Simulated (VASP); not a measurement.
Here is a VASP 6.6.1 calculation.

The input INCAR:

```
SYSTEM = Hf
ALGO = Normal
EDIFF = 1E-7
ENCUT = 520
GGA = RE
ISIF = 2
ISMEAR = -1
LASPH = .TRUE.
LCHARG = .FALSE.
LREAL = .FALSE.
LWAVE = .FALSE.
NBANDS = 17
NELM = 100
PREC = Accurate
SIGMA = 0.1
```

KPOINTS

```
k-points
0
G
  18 18 10
  0 0 0
```

Contents of POSCAR:

```
Hf
1.0
    3.2677188626      0.0000000000      0.0000000000
   -1.6338594313      2.8299275474      0.0000000000
    0.0000000000      0.0000000000      5.1728587800
Hf
2
Direct
    0.3333333333      0.6666666667      0.2500000000
    0.6666666667      0.3333333333      0.7500000000
```

Potentials or basis: VASP PAW PBE potentials, release 64 (Hf_pv).

Command:

```bash
$ cat potpaw_PBE.64/Hf_pv/POTCAR > POTCAR
$ mpirun -np 1 vasp_std > vasp.out
```

Predict the band gap on the k mesh.

zero (bands 10 and 11 overlap by 1.65 eV).

Estimate the pressure.

-4.3 GPa.

Stress tensor (GPa, compression positive):
```
-4.20  0.00  0.00
 0.00 -4.20  0.00
 0.00  0.00 -4.42
```

Caveat: the cell stands under tension; the PAW data sets were made with another functional, which shifts forces and pressure a little; spin-orbit coupling is left out, which moves the levels of the heavy elements.
